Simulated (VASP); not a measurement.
Here is a VASP 6.6.1 calculation.

POSCAR

```
Mg
1.0
    2.9073835048      0.0000000000      0.0000000000
   -1.4536917524      2.5178679738      0.0000000000
    0.0000000000      0.0000000000      4.6875816983
Mg
2
Direct
    0.3333333333      0.6666666667      0.2500000000
    0.6666666667      0.3333333333      0.7500000000
```

Contents of INCAR.step1:

```
PREC = Accurate ; ENCUT = 520
ISMEAR = 0 ; SIGMA = 0.05
LREAL = F ; LASPH = T
NELM = 60 ; NBANDS = 9
GGA = PE ; ALGO = Normal
EDIFF = 1E-4 ; LWAVE = T
LCHARG = F
```

Contents of INCAR.step2:

```
PREC = Accurate ; ENCUT = 520
EDIFF = 1E-7 ; ISMEAR = 0
SIGMA = 0.05 ; LREAL = F
LASPH = T ; NELM = 60
ALGO = Normal ; ISIF = 2
LWAVE = F ; LCHARG = F
METAGGA = R2SCAN ; LMIXTAU = T
NBANDS = 9 ; ISTART = 1
```

The input KPOINTS:

```
Automatic mesh
0
Gamma
  18 18 10
```

Potentials or basis: VASP PAW PBE potentials, release 64 (Mg).

Command:

```bash
$ cat potpaw_PBE.64/Mg/POTCAR > POTCAR
$ cp INCAR.step1 INCAR
$ mpirun -np 1 vasp_std > vasp.out
$ cp INCAR.step2 INCAR
$ mpirun -np 1 vasp_std > vasp.out
```

Q: Predict the band gap on the k mesh.

A: Zero (bands 2 and 3 overlap by 2.10 eV).

Q: Predict the pressure.

A: 18.1 GPa.

Caveat: the cell stands under pressure; the PAW data sets were made with another functional, which shifts forces and pressure a little.
